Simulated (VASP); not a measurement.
Set up this calculation in VASP 6.6.1, as the native input.

| Quantity | Value |
| --- | --- |
| Task | single point |
| Functional | PBE |
| Dispersion | D3(BJ) |
| Potentials or basis | VASP PAW PBE potentials, release 64 (Si, Ti_sv) |
| Cutoff | 520 eV |
| k mesh | 2 × 2 × 2 |
| Occupations | gaussian, width 0.05 eV |
| Spin | no spin polarisation |
| Dipole correction | no |
| Further INCAR settings | LREAL = Auto; ALGO = Normal; EDIFF = 1e-06; NBANDS = 52 |

The structure of TiSi16 (a cell with a defect) lies in POSCAR:

```
TiSi16
1.0
    0.0000000000      5.4300000000      5.4300000000
    5.4300000000      0.0000000000      5.4300000000
    5.4300000000      5.4300000000      0.0000000000
Si Ti
16 1
Direct
    0.0118363720     -0.0348279006      0.0104155617
    0.1128881215      0.1230118785      0.1119159300
   -0.0258976059      0.0018287293      0.5112609576
    0.1133900552      0.1225736648      0.6501042357
   -0.0006965009      0.4932580110      0.0002705341
    0.1358146409      0.5916853591      0.1370080110
   -0.0007387661      0.4930551565      0.5086343462
    0.1170729282      0.6314359116      0.6263300184
    0.5126137201      0.0015463168     -0.0272899632
    0.6515083794      0.1229087477      0.1120293738
    0.5121418048      0.0019513812      0.5111191529
    0.6138036832      0.1594464088      0.6122646409
    0.5074626151      0.4932274401      0.0002441989
    0.6253151013      0.6313366483      0.1182523020
    0.4887071823      0.5329290976      0.4899528545
    0.6253845304      0.6314985267      0.6263342541
    0.3129283610      0.0623075506      0.3109333333
```

One way to write it, as run:

INCAR

```
PREC = Accurate
ENCUT = 520
EDIFF = 1E-6
ISMEAR = 0
SIGMA = 0.05
LREAL = Auto
LASPH = T
NELM = 100
ALGO = Normal
ISIF = 2
LWAVE = F
LCHARG = F
GGA = PE
IVDW = 12
NBANDS = 52
```

KPOINTS

```
regular mesh
0
Gamma
  2 2 2
```

Potentials or basis: VASP PAW PBE potentials, release 64 (Si, Ti_sv).

The run is started by

```bash
$ cat potpaw_PBE.64/Si/POTCAR potpaw_PBE.64/Ti_sv/POTCAR > POTCAR
$ mpirun -np 1 vasp_std > vasp.out
```

Results of the run:

```yaml
Pressure: 3.4 GPa
Largest_force: 0.049 eV/Å
Band_gap_on_the_k_mesh: zero (bands 38 and 39 overlap by 0.24 eV)
Dispersion_energy_per_atom: -0.343 eV
```

Caveat: the k points lie up to 0.50 Å⁻¹ apart.

It took 3.6 min on 1 thread of Intel(R) Xeon(R) Platinum 8488C (Sapphire Rapids) (shared host), peak memory 0.49 GiB.
